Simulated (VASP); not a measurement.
# Ti3Al (P-6m2) in VASP: a series of runs, part 2 of 2

VASP 6.6.1. Earlier steps stand in the parts before.

**3. Single point, PBE (18.07 Å³/atom)**

The input, INCAR:

```
PREC = Accurate
ENCUT = 520
EDIFF = 1E-6
ISMEAR = 0
SIGMA = 0.15
LREAL = False
LASPH = True
NELM = 80
ALGO = Fast
ISIF = 2
LWAVE = False
LCHARG = False
GGA = PE
NBANDS = 28
```

The input, KPOINTS:

```
regular mesh
0
Gamma
  18 18 6
```

The input, POSCAR:

```
Ti3Al
1.0
    3.1039107514      0.0000000000      0.0000000000
   -1.5519553757      2.6880655618      0.0000000000
    0.0000000000      0.0000000000      8.6630149071
Ti Al
3 1
Direct
    0.6666666667      0.3333333333      0.0000000000
    0.3333333333      0.6666666667      0.7504575700
    0.3333333333      0.6666666667      0.2495424300
    0.6666666667      0.3333333333      0.5000000000
```

Potentials or basis: VASP PAW PBE potentials, release 64 (Ti_sv, Al).

Launch:

```
cat potpaw_PBE.64/Ti_sv/POTCAR potpaw_PBE.64/Al/POTCAR > POTCAR
mpirun -np 1 vasp_std > vasp.out
```

OUTCAR:

```text
PREC = Accurate
   ENCUT = 520
   EDIFF = 1E-6
   ISMEAR = 0
   LREAL = False
   LASPH = True
   NELM = 80
   ISIF = 2
   GGA = PE

 ion  position               nearest neighbor table
   1  0.667  0.333  0.000-   2 2.81   3 2.81   2 2.81   3 2.81   2 2.81   3 2.81
   2  0.333  0.667  0.750-   1 2.81   1 2.81   1 2.81   4 2.81   4 2.81   4 2.81
   3  0.333  0.667  0.250-   1 2.81   1 2.81   1 2.81   4 2.81   4 2.81   4 2.81
   4  0.667  0.333  0.500-   2 2.81   3 2.81   2 2.81   3 2.81   2 2.81   3 2.81

  LATTYP: Found a hexagonal cell.
 ALAT       =     3.1039107514
 C/A-ratio  =     2.7910000000

  Lattice vectors:

 A1 = (   3.1039107514,   0.0000000000,   0.0000000000)
 A2 = (  -1.5519553757,   2.6880655618,   0.0000000000)
 A3 = (   0.0000000000,   0.0000000000,   8.6630149071)

Analysis of symmetry for initial positions (statically):
=====================================================================
 Subroutine PRICEL returns:
 Original cell was already a primitive cell.

 Routine SETGRP: Setting up the symmetry group for a
 hexagonal supercell.

 Subroutine GETGRP returns: Found 12 space group operations
 (whereof 12 operations were pure point group operations)
 out of a pool of 24 trial point group operations.

The static configuration has the point symmetry D_3h.

Analysis of symmetry for dynamics (positions and initial velocities):
=====================================================================
 Subroutine PRICEL returns:
 Original cell was already a primitive cell.

 Routine SETGRP: Setting up the symmetry group for a
 hexagonal supercell.

 Subroutine GETGRP returns: Found 12 space group operations
 (whereof 12 operations were pure point group operations)
 out of a pool of 24 trial point group operations.

The dynamic configuration has the point symmetry D_3h.

 Subroutine INISYM returns: Found 12 space group operations
[... 113 lines left out ...]
   NUPDOWN=      -1.0000    fix difference up-down
   EMIN   =  10.00;   EMAX   =-10.00  energy-range for DOS
   EFERMI =   0.00;   METHOD = LEGACY
   ISMEAR =     0;   SIGMA  =   0.15  broadening in eV -4-tet -1-fermi 0-gaus
   EFERMI_NEDOS =   21; number of points for ismear=-14 and -15
   IALGO  =     68    algorithm
   IMIX   =      4    mixing-type and parameters
     AMIX     =   0.40;   BMIX     =  1.00
     AMIX_MAG =   1.60;   BMIX_MAG =  1.00
  volume/ion in A,a.u.               =      18.07       121.94
  Fermi-wavevector in a.u.,A,eV,Ry     =   1.332775  2.518580 24.167898  1.776290
  Thomas-Fermi vector in A             =   2.461684
   LORBIT       =      0    0 simple, 1 ext, 2 COOP (PROOUT), +10 PAW based schemes
   GGA     = PE    functional components
   LHFCALC =     F    Hartree Fock is set to
   AEXX    =    0.0000 exact exchange contribution
   IVDW    =     0    specifies the selected vdW correction
   LEPSILON=     F    determine dielectric tensor
   LRPA    =     F    only Hartree local field effects (RPA)
 non-spin polarized calculation
 RMM-DIIS sequential band-by-band and
 Gauss-broadening in eV      SIGMA  =   0.15
  energy-cutoff  :      520.00
  volume of cell :       72.28
 maximum number of plane-waves:      1964
 NGX is ok and might be reduce to    24
   NGX = 11   NGY = 11   NGZ = 33

 number of electron      39.0000007 magnetization

 Free energy of the ion-electron system (eV)
  ---------------------------------------------------
  ext. energy  EPLUGINS =         0.00000000
  ---------------------------------------------------
  free energy    TOTEN  =       -27.44052197 eV

  energy without entropy =      -27.39469249  energy(sigma->0) =      -27.41760723

 E-fermi :   7.4109     XC(G=0): -10.9467

 val. band max:        7.4088163269   @ k =   0.3333   0.3333   0.0000
 cond. band min:       7.4114320756   @ k =   0.3889   0.1667   0.0000
 fundamental gap:      0.0026157486
 Fermi energy:         7.4108501182

 k-point     1 :       0.0000    0.0000    0.0000
  band No.  band energies     occupation
      1     -49.4434      2.00000
      2     -49.3776      2.00000
      3     -49.3169      2.00000
      4     -25.9496      2.00000
      5     -25.6914      2.00000
      6     -25.5085      2.00000
[... 733 lines left out ...]
     27      10.2030      0.00000
     28      10.5357      0.00000

 [... further k-points ...]
[... 5 lines left out ...]
  --------------------------------------------------------------------------------------
  -------------------------------------------------------------------------------------
  Total       -3.9955689     -3.9955689      2.7615110      0.0000000     -0.0000000      0.0000000
  in kB      -88.5668219    -88.5668219     61.2123739      0.0000000     -0.0000000      0.0000000
  external PRESSURE =     -38.6404233 kB  Pullay stress =       0.0000000 kB

 VOLUME and BASIS-vectors are now :
 -----------------------------------------------------------------------------
  energy-cutoff  :      520.00
  volume of cell :       72.28
      direct lattice vectors                 reciprocal lattice vectors
     3.103910751  0.000000000  0.000000000     0.322174212  0.186007368  0.000000000
    -1.551955376  2.688065562  0.000000000     0.000000000  0.372014736  0.000000000
     0.000000000  0.000000000  8.663014907     0.000000000  0.000000000  0.115433254

 POSITION                                       TOTAL-FORCE (eV/Angst)
 -----------------------------------------------------------------------------------
      1.55196      0.89602      0.00000        -0.000000     -0.000000      0.000000
     -0.00000      1.79204      6.50123        -0.000000      0.000000      0.071585
     -0.00000      1.79204      2.16179         0.000000      0.000000     -0.071585
      1.55196      0.89602      4.33151        -0.000000     -0.000000      0.000000
 -----------------------------------------------------------------------------------
    total drift:                                0.000000     -0.000000      0.000000

  FREE ENERGIE OF THE ION-ELECTRON SYSTEM (eV)
  ---------------------------------------------------
  free  energy   TOTEN  =       -27.4405219712 eV

  energy  without entropy=      -27.3946924926  energy(sigma->0) =      -27.41760723
```

OSZICAR:

```text
N       E                     dE             d eps       ncg     rms          rms(c)
DAV:   1     0.468029444444E+03    0.46803E+03   -0.19669E+04  8296   0.160E+03
DAV:   2     0.260046743575E+02   -0.44202E+03   -0.43391E+03  8344   0.494E+02
DAV:   3    -0.255116329882E+02   -0.51516E+02   -0.50342E+02 14276   0.142E+02
[... 35 lines left out ...]
RMM:  39    -0.274405177318E+02   -0.17801E-05   -0.21307E-05  9623   0.158E-02    0.336E-03
RMM:  40    -0.274405191164E+02   -0.13846E-05   -0.16770E-05  9030   0.146E-02    0.363E-03
RMM:  41    -0.274405202877E+02   -0.11713E-05   -0.13934E-05  8950   0.134E-02    0.349E-03
RMM:  42    -0.274405211938E+02   -0.90606E-06   -0.11696E-05  9183   0.128E-02    0.352E-03
RMM:  43    -0.274405219712E+02   -0.77744E-06   -0.95939E-06  8633   0.117E-02
   1 F= -.27440522E+02 E0= -.27417607E+02  d E =-.458295E-01
```

Run time: 8.1 min. Hardware: 1 thread of Intel Xeon Platinum 8488C (Sapphire Rapids), shared host; peak memory 0.36 GiB.

Results:

* Free energy: -27.4405 eV
* Pressure: -3.9 GPa
* Largest force: 0.072 eV/Å
* Band gap on the k mesh: zero (an odd number of electrons rules out a gap without spin polarisation)

Forces on the atoms (eV/Å):
```
Ti   0.000  0.000  0.000
Ti   0.000  0.000  0.072
Ti   0.000  0.000 -0.072
Al   0.000  0.000  0.000
```

Stress tensor (GPa, compression positive):
```
-8.86  0.00  0.00
 0.00 -8.86  0.00
 0.00  0.00  6.12
```

Caveat: the cell stands under tension.

**4. Single point, PBE (18.07 Å³/atom)**

The input, INCAR:

```
PREC = Accurate ; ENCUT = 520
EDIFF = 1E-6 ; ISMEAR = 0
SIGMA = 0.15 ; LREAL = F
LASPH = T ; NELM = 80
ALGO = Fast ; ISIF = 2
LWAVE = F ; LCHARG = F
GGA = PE ; NBANDS = 28
```

KPOINTS is that of step 3.

The input, POSCAR:

```
Ti3Al
1.0
    2.8627599787      0.0000000000      0.0000000000
   -1.4313799893      2.4792228665      0.0000000000
    0.0000000000      0.0000000000     10.1839823481
Ti Al
3 1
Direct
    0.6666666667      0.3333333333      0.0000000000
    0.3333333333      0.6666666667      0.7504575700
    0.3333333333      0.6666666667      0.2495424300
    0.6666666667      0.3333333333      0.5000000000
```

Launch:

```
cat potpaw_PBE.64/Ti_sv/POTCAR potpaw_PBE.64/Al/POTCAR > POTCAR
mpirun -np 1 vasp_std > vasp.out
```

Wall time 9.8 min (1 thread of Intel Xeon Platinum 8488C (Sapphire Rapids), shared host); peak memory 0.38 GiB.

The run converged. Its results:

| Quantity | Value |
| --- | --- |
| Free energy | -27.4460 eV |
| Pressure | -5.1 GPa |
| Largest force | 0.225 eV/Å |
| Band gap on the k mesh | zero (an odd number of electrons rules out a gap without spin polarisation) |

Forces in eV/Å, atoms in the order of the input:
```
Ti   0.000  0.000  0.000
Ti   0.000  0.000 -0.225
Ti   0.000  0.000  0.225
Al   0.000  0.000  0.000
```

Stress tensor (GPa, compression positive):
```
 -0.40   0.00   0.00
  0.00  -0.40   0.00
  0.00   0.00 -14.41
```

Levels at points of the mesh, in eV from the Fermi level:
| k point | band 17 | band 18 | band 19 | band 20 | band 21 | band 22 | band 23 | band 24 |
| --- | --- | --- | --- | --- | --- | --- | --- | --- |
| (0.00, 0.00, 0.00) | -1.57 | -0.22 | 0.06 | 0.97 | 0.97 | 1.05 | 1.05 | 1.19 |
| (0.50, 0.00, 0.00) | -1.48 | -1.36 | -0.69 | -0.45 | 0.91 | 0.93 | 1.36 | 1.99 |
| (0.00, 0.00, 0.50) | -1.51 | -0.23 | 0.08 | 0.97 | 0.97 | 1.05 | 1.05 | 1.19 |
| (0.50, 0.00, 0.50) | -1.60 | -1.20 | -1.09 | 0.22 | 0.50 | 0.72 | 1.34 | 2.04 |

Caveat: the cell stands under tension.

**5. Summary**

```tsv
cell	gap on the mesh (eV)	pressure (GPa)	largest force (eV/Å)
a = 3.042, b = 3.042, c = 9.020 Å, angles 90.0, 90.0, 120.0°, 4 atoms	none	-4.7	0.09
a = 3.104, b = 3.104, c = 8.663 Å, angles 90.0, 90.0, 120.0°, 4 atoms	none	-3.9	0.07
a = 2.863, b = 2.863, c = 10.184 Å, angles 90.0, 90.0, 120.0°, 4 atoms	none	-5.1	0.22
```

Alike in all rows: task single point; level PBE; potentials or basis VASP PAW PBE potentials, release 64 (Ti_sv, Al); no spin polarisation; k mesh 18 × 18 × 6; cutoff (eV) 520; smearing gaussian 0.15 eV.

Caveats: the cell stands under tension.

Total energies depend on the potentials used, so only differences within one code and one set of settings carry meaning.
